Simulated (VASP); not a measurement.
# Li16HF15 in VASP: single point with HSE06

Aim: the single point of Li16HF15 with HSE06.

Everything below comes from runs of VASP 6.6.1. Logs are shortened: lines on timing, memory, paths and dates and some standing lists are left out, and cuts for length are marked.

## Step 1: The cell of the first run

The typed cell holds 64 atoms: a = 8.016 Å, b = 8.016 Å, c = 8.016 Å, α = 90.00°, β = 90.00°, γ = 90.00°.

## Step 2: Single point, HSE06

File POSCAR:

```
Li16HF15
1.0
    8.0164200000      0.0000000000      0.0000000000
    0.0000000000      8.0164200000      0.0000000000
    0.0000000000      0.0000000000      8.0164200000
F H Li
30 2 32
Direct
    0.2501280000      0.0004530000      0.0000610000
    0.2501290000      0.0004810000      0.4999920000
    0.2501160000      0.5003560000      0.0000670000
    0.2501160000      0.5003310000      0.4999810000
    0.7502640000      0.0001040000      0.9998330000
    0.7500420000      0.0004640000      0.4999900000
    0.7502670000      0.5007190000      0.9998390000
    0.7500450000      0.5003490000      0.4999700000
    0.0002090000      0.2504080000      0.9998930000
    0.0001000000      0.2504220000      0.4999700000
    0.0001700000      0.7504170000      0.9999990000
    0.0000560000      0.7504010000      0.4999240000
    0.5000150000      0.2504070000      0.5000740000
    0.5001510000      0.7504230000      0.0000260000
    0.5001370000      0.7504070000      0.5000360000
    0.0001150000      0.0004590000      0.2499150000
    0.0001180000      0.0004810000      0.7499960000
    0.0000920000      0.5003580000      0.2499140000
    0.0001060000      0.5003460000      0.7499900000
    0.4999510000      0.0000850000      0.2501400000
    0.5001950000      0.0004630000      0.7500090000
    0.4999660000      0.5007280000      0.2501460000
    0.5001980000      0.5003550000      0.7500030000
    0.2500220000      0.2504110000      0.2500940000
    0.2501380000      0.2504050000      0.7500120000
    0.2500640000      0.7504090000      0.2499730000
    0.2501860000      0.7504210000      0.7500460000
    0.7502150000      0.2504140000      0.7499100000
    0.7500740000      0.7504140000      0.2499420000
    0.7500990000      0.7504090000      0.7499460000
    0.5007860000      0.2503980000      0.0006710000
    0.7494250000      0.2504120000      0.2493220000
    0.9999410000      0.0004130000      0.0002010000
    0.9998550000      0.0005500000      0.4997190000
    0.9998840000      0.5004260000      0.0001630000
    0.9998920000      0.5002770000      0.4997590000
    0.5004840000      0.9998030000      0.0003760000
    0.5003290000      0.0004290000      0.4998170000
    0.5005190000      0.5010470000      0.0004050000
    0.5002550000      0.5004160000      0.4997730000
    0.2490860000      0.2504010000      0.9999130000
    0.2499550000      0.2503810000      0.5001360000
    0.2500630000      0.7504390000      0.9999680000
    0.2500490000      0.7504390000      0.5000500000
    0.7512140000      0.2504140000      0.9988950000
    0.7502170000      0.2504080000      0.5010280000
    0.7502680000      0.7504100000      0.9998000000
    0.7501340000      0.7504000000      0.5000780000
    0.2503360000      0.0004070000      0.2497910000
    0.2503640000      0.0005550000      0.7502440000
    0.2502700000      0.5004040000      0.2497880000
    0.2503570000      0.5002740000      0.7502520000
    0.7496970000      0.9997690000      0.2495640000
    0.7499380000      0.0004230000      0.7502270000
    0.7497430000      0.5010190000      0.2496380000
    0.7499130000      0.5004110000      0.7501370000
    0.0011420000      0.2504250000      0.2500910000
    0.0002760000      0.2504110000      0.7498490000
    0.0001580000      0.7503850000      0.2500260000
    0.0002090000      0.7504230000      0.7499220000
    0.4990080000      0.2503920000      0.2510920000
    0.5000040000      0.2504020000      0.7489630000
    0.4999670000      0.7504080000      0.2501610000
    0.5000630000      0.7504340000      0.7499310000
```

File INCAR.step1:

```
ALGO     = Normal         # electronic algorithm
EDIFF    = 1E-5           # SCF threshold, eV
ENCUT    = 520            # plane-wave cutoff, eV
GGA      = PE             # functional
ISIF     = 2              # what is computed and relaxed
ISMEAR   = -1             # smearing method
LASPH    = True           # aspherical terms in the spheres
LREAL    = Auto         
LWAVE    = True           # write WAVECAR
NBANDS   = 192            # bands
NELM     = 80             # most SCF steps
PREC     = Accurate       # precision mode
SIGMA    = 0.05           # smearing width, eV
```

File INCAR.step2:

```
ALGO     = Normal         # electronic algorithm
EDIFF    = 1E-7           # SCF threshold, eV
ENCUT    = 520            # plane-wave cutoff, eV
GGA      = PE             # functional
HFSCREEN = 0.2079         # screening, 1/A
ISIF     = 2              # what is computed and relaxed
ISMEAR   = -1             # smearing method
ISTART   = 1            
LASPH    = True           # aspherical terms in the spheres
LCHARG   = True           # write CHGCAR
LELF     = True           # ELF
LHFCALC  = True           # exact exchange
LREAL    = Auto         
LVHAR    = True         
LWAVE    = False          # write WAVECAR
NBANDS   = 192            # bands
NELM     = 80             # most SCF steps
PREC     = Accurate       # precision mode
PRECFOCK = Fast         
SIGMA    = 0.05           # smearing width, eV
```

File KPOINTS:

```
k-points
0
Gamma
  1 1 1
```

Potentials or basis: VASP PAW PBE potentials, release 64 (F, H, Li_sv).

The run is started by

```bash
cat potpaw_PBE.64/F/POTCAR potpaw_PBE.64/H/POTCAR potpaw_PBE.64/Li_sv/POTCAR > POTCAR
cp INCAR.step1 INCAR
mpirun -np 1 vasp_gam > vasp.out
cp INCAR.step2 INCAR
mpirun -np 1 vasp_gam > vasp.out
```

OUTCAR:

```text
EDIFF = 1E-7
   ENCUT = 520
   GGA = PE
   HFSCREEN = 0.2079
   ISIF = 2
   ISMEAR = -1
   ISTART = 1
   LASPH = True
   LHFCALC = True
   LREAL = Auto
   NELM = 80
   PREC = Accurate
   PRECFOCK = Fast

 ion  position               nearest neighbor table
   1  0.250  0.000  0.000-  49 2.00  50 2.00  41 2.00  43 2.00  33 2.01  37 2.01
   2  0.250  0.000  0.500-  42 2.00  44 2.00  38 2.01  49 2.01  50 2.01  34 2.01
   3  0.250  0.500  0.000-  51 2.00  52 2.00  41 2.00  43 2.00  35 2.01  39 2.01
   4  0.250  0.500  0.500-  42 2.00  44 2.00  40 2.01  51 2.01  36 2.01  52 2.01
   5  0.750  0.000  1.000-  54 2.00  33 2.00  47 2.00  53 2.00  37 2.00  45 2.01
   6  0.750  0.000  0.500-  38 2.00  34 2.00  46 2.00  48 2.00  54 2.01  53 2.01
[... 22 lines left out ...]
  29  0.750  0.750  0.250-  53 2.00  55 2.00  59 2.00  63 2.00  48 2.01  47 2.01
  30  0.750  0.750  0.750-  47 2.00  48 2.00  56 2.00  54 2.00  64 2.00  60 2.00
  31  0.501  0.250  0.001-
  32  0.749  0.250  0.249-
  33  1.000  0.000  0.000-   5 2.00  16 2.00   9 2.00  11 2.00   1 2.01  17 2.01
  34  1.000  0.001  0.500-  16 2.00   6 2.00  10 2.00  12 2.01   2 2.01  17 2.01
  35  1.000  0.500  0.000-   7 2.00  18 2.00  11 2.00   9 2.00  19 2.01   3 2.01
  36  1.000  0.500  0.500-  18 2.00   8 2.00  10 2.00  12 2.01   4 2.01  19 2.01
  37  0.500  1.000  0.000-  14 2.00  20 2.00   5 2.00   1 2.01  21 2.01
  38  0.500  0.000  0.500-  20 2.00   6 2.00  13 2.00  15 2.00  21 2.01   2 2.01
  39  0.501  0.501  0.000-  14 2.00  22 2.00   7 2.00  23 2.01   3 2.01
  40  0.500  0.500  0.500-  22 2.00   8 2.00  15 2.00  13 2.00   4 2.01  23 2.01
  41  0.249  0.250  1.000-   9 2.00  25 2.00   1 2.00   3 2.00  24 2.01
  42  0.250  0.250  0.500-  10 2.00  25 2.00   2 2.00   4 2.00  24 2.00  13 2.00
  43  0.250  0.750  1.000-  11 2.00  27 2.00  26 2.00   1 2.00   3 2.00  14 2.00
  44  0.250  0.750  0.500-  12 2.00  27 2.00   2 2.00  26 2.00  15 2.00   4 2.00
  45  0.751  0.250  0.999-  28 2.00   9 2.00   7 2.01   5 2.01
  46  0.750  0.250  0.501-  28 2.00  10 2.00   8 2.00   6 2.00  13 2.01
  47  0.750  0.750  1.000-   7 2.00   5 2.00  30 2.00  11 2.00  14 2.01  29 2.01
  48  0.750  0.750  0.500-  30 2.00  12 2.00  15 2.00   8 2.00   6 2.00  29 2.01
  49  0.250  0.000  0.250-  20 2.00   1 2.00  26 2.00  24 2.00   2 2.01  16 2.01
  50  0.250  0.001  0.750-   1 2.00  21 2.00  25 2.00  27 2.01  17 2.01   2 2.01
  51  0.250  0.500  0.250-  22 2.00   3 2.00  24 2.00  26 2.00  18 2.01   4 2.01
  52  0.250  0.500  0.750-   3 2.00  23 2.00  25 2.00  27 2.01  19 2.01   4 2.01
  53  0.750  1.000  0.250-  29 2.00   5 2.00  20 2.00  16 2.01   6 2.01
  54  0.750  0.000  0.750-   5 2.00  21 2.00  28 2.00  30 2.00  17 2.01   6 2.01
  55  0.750  0.501  0.250-  29 2.00  22 2.00   7 2.00   8 2.01  18 2.01
  56  0.750  0.500  0.750-   7 2.00  23 2.00  28 2.00  30 2.00   8 2.01  19 2.01
  57  0.001  0.250  0.250-  24 2.00  10 2.00  18 2.00  16 2.00   9 2.01
  58  0.000  0.250  0.750-  25 2.00  10 2.00  17 2.00  19 2.00   9 2.00  28 2.00
  59  0.000  0.750  0.250-  12 2.00  26 2.00  11 2.00  18 2.00  16 2.00  29 2.00
  60  0.000  0.750  0.750-  27 2.00  12 2.00  17 2.00  11 2.00  19 2.00  30 2.00
  61  0.499  0.250  0.251-  13 2.00  24 2.00  20 2.01  22 2.01
  62  0.500  0.250  0.749-  13 2.00  25 2.00  21 2.00  23 2.00  28 2.01
  63  0.500  0.750  0.250-  20 2.00  22 2.00  15 2.00  26 2.00  29 2.00  14 2.01
[... 264 lines left out ...]
   PRECFOCK=fast      Normal, Fast or Accurate (Low or Medium for compatibility)
   ENCUT4O =  -1.0   cutoff for four orbital integrals eV
   NKREDX  =     1    reduce k-point grid by
   NKREDY  =     1    reduce k-point grid by
   NKREDZ  =     1    reduce k-point grid by
   AEXX    =    0.2500 exact exchange contribution
   HFSCREEN=    0.2079 screening length (either q_TF or 0.3 A-1)
   HFSCREENC=   0.2079 screening length for correlation (either q_TF or 0.3 A-1)
   ENCUTFOCK=  -1.0 apply spherical cutoff to Coloumb kernel
   IVDW    =     0    specifies the selected vdW correction
   LEPSILON=     F    determine dielectric tensor
   LRPA    =     F    only Hartree local field effects (RPA)
 non-spin polarized calculation
  energy-cutoff  :      520.00
  volume of cell :      515.16
 maximum number of plane-waves:      6975
 NGX is ok and might be reduce to    60
  NGX = 30; NGY = 30; NGZ = 30

 number of electron     307.9999256 magnetization

 Free energy of the ion-electron system (eV)
  ---------------------------------------------------
  ext. energy  EPLUGINS =         0.00000000
  ---------------------------------------------------
  free energy    TOTEN  =      -355.30175676 eV

  energy without entropy =     -355.30175676  energy(sigma->0) =     -355.30175676

 E-fermi :   1.4622     XC(G=0):  -8.1509

 val. band max:        0.2559665601   @ k =   0.0000   0.0000   0.0000
 cond. band min:       8.9148665689   @ k =   0.0000   0.0000   0.0000
 fundamental gap:      8.6589000088
 Fermi energy:         1.4621532097

 k-point     1 :       0.0000    0.0000    0.0000
  band No.  band energies     occupation
      1     -45.7426      2.00000
      2     -45.7104      2.00000
      3     -45.7072      2.00000
      4     -45.7071      2.00000
      5     -45.7037      2.00000
      6     -45.7005      2.00000
[... 158 lines left out ...]
    165      11.2393      0.00000
    166      11.2958      0.00000
 [bands above 166 left out]

------------------------ aborting loop because EDIFF is reached ----------------------------------------

  FORCE on cell =-STRESS in cart. coord.  units (eV):
  Direction    XX          YY          ZZ          XY          YZ          ZX
  --------------------------------------------------------------------------------------
  -------------------------------------------------------------------------------------
  Total       -0.0926341     -0.0782447     -0.0937651     -0.0151202      0.0002258     -0.0274308
  in kB       -0.2880979     -0.2433458     -0.2916154     -0.0470248      0.0007022     -0.0853115
  external PRESSURE =      -0.2743531 kB  Pullay stress =       0.0000000 kB

 VOLUME and BASIS-vectors are now :
 -----------------------------------------------------------------------------
  energy-cutoff  :      520.00
  volume of cell :      515.16
      direct lattice vectors                 reciprocal lattice vectors
     8.016420000  0.000000000  0.000000000     0.124743963  0.000000000  0.000000000
     0.000000000  8.016420000  0.000000000     0.000000000  0.124743963  0.000000000
     0.000000000  0.000000000  8.016420000     0.000000000  0.000000000  0.124743963

 POSITION                                       TOTAL-FORCE (eV/Angst)
 -----------------------------------------------------------------------------------
      2.00513      0.00363      0.00049         0.004988      0.004440     -0.001127
      2.00514      0.00386      4.00815         0.001427      0.003242     -0.001235
      2.00503      4.01106      0.00054         0.004946     -0.005385     -0.001416
      2.00503      4.01086      4.00806         0.001374     -0.004398     -0.000867
      6.01443      0.00083      8.01508        -0.002699      0.004522      0.003923
      6.01265      0.00372      4.00813         0.001493      0.003865     -0.004725
[... 56 lines left out ...]
      4.00795      6.01559      2.00540         0.001608      0.004982      0.000707
      4.00872      6.01579      6.01176        -0.000656      0.004824      0.001419
 -----------------------------------------------------------------------------------
    total drift:                                0.034882      0.155089     -0.008991

  FREE ENERGIE OF THE ION-ELECTRON SYSTEM (eV)
  ---------------------------------------------------
  free  energy   TOTEN  =      -355.3017567608 eV

  energy  without entropy=     -355.3017567608  energy(sigma->0) =     -355.30175676
```

Wall time 9.9 min (1 thread of AMD EPYC 7R13 (Zen 3), shared host); peak memory 0.63 GiB.

Results:

```yaml
Free_energy: -355.3018 eV
Largest_force: 0.024 eV/Å
Band_gap_on_the_k_mesh: 8.66 eV
```

Forces in eV/Å, atoms in the order of the input:
```
F    0.005  0.004 -0.001
F    0.001  0.003 -0.001
F    0.005 -0.005 -0.001
F    0.001 -0.004 -0.001
F   -0.003  0.005  0.004
F    0.001  0.004 -0.005
F   -0.002 -0.004  0.003
F    0.001 -0.005 -0.004
F    0.001  0.001  0.009
F   -0.005  0.000 -0.005
F   -0.001  0.001  0.002
F   -0.002  0.001 -0.001
F    0.008  0.000  0.001
F    0.001  0.000  0.002
F    0.002  0.001  0.000
F   -0.005  0.004  0.001
F   -0.001  0.003  0.001
F   -0.004 -0.006  0.001
F   -0.001 -0.005  0.001
F    0.004  0.005 -0.003
F   -0.002  0.004  0.004
F    0.003 -0.005 -0.003
F   -0.002 -0.005  0.004
F   -0.001  0.000 -0.009
F    0.005  0.000  0.005
F    0.000  0.000 -0.002
F    0.002  0.000  0.002
F   -0.008  0.000 -0.001
F   -0.001  0.000 -0.001
F   -0.002  0.001  0.000
H    0.004 -0.002  0.005
H   -0.007 -0.002 -0.007
Li  -0.001 -0.002 -0.001
Li   0.000 -0.006  0.002
Li   0.001 -0.008  0.000
Li   0.000 -0.004  0.001
Li  -0.004 -0.008 -0.002
Li  -0.002 -0.003  0.001
Li  -0.004 -0.003 -0.003
Li  -0.001 -0.008  0.002
Li  -0.021  0.006 -0.003
Li  -0.001  0.005 -0.001
Li   0.003  0.005  0.000
Li   0.000  0.005  0.000
Li   0.021  0.006  0.007
Li   0.007  0.005 -0.002
Li   0.002  0.005  0.004
Li   0.003  0.005 -0.003
Li   0.005 -0.002 -0.004
Li   0.006 -0.006  0.004
Li   0.005 -0.007 -0.004
Li   0.007 -0.004  0.005
Li  -0.005 -0.007 -0.007
Li  -0.002 -0.002  0.003
Li  -0.006 -0.002 -0.007
Li  -0.003 -0.008  0.004
Li  -0.003  0.005  0.005
Li  -0.003  0.005 -0.002
Li  -0.004  0.005  0.001
Li  -0.002  0.005 -0.002
Li   0.004  0.006  0.021
Li  -0.004  0.006 -0.023
Li   0.002  0.005  0.001
Li  -0.001  0.005  0.001
```

Caveat: the k points lie up to 0.78 Å⁻¹ apart; the cutoff is under 1.25 times the usual one of these potentials, so pressure, stress and relaxed cells hold a basis-set (Pulay) error; the PAW data sets were made with another functional, which shifts forces and pressure a little. A k mesh can miss the band edges.
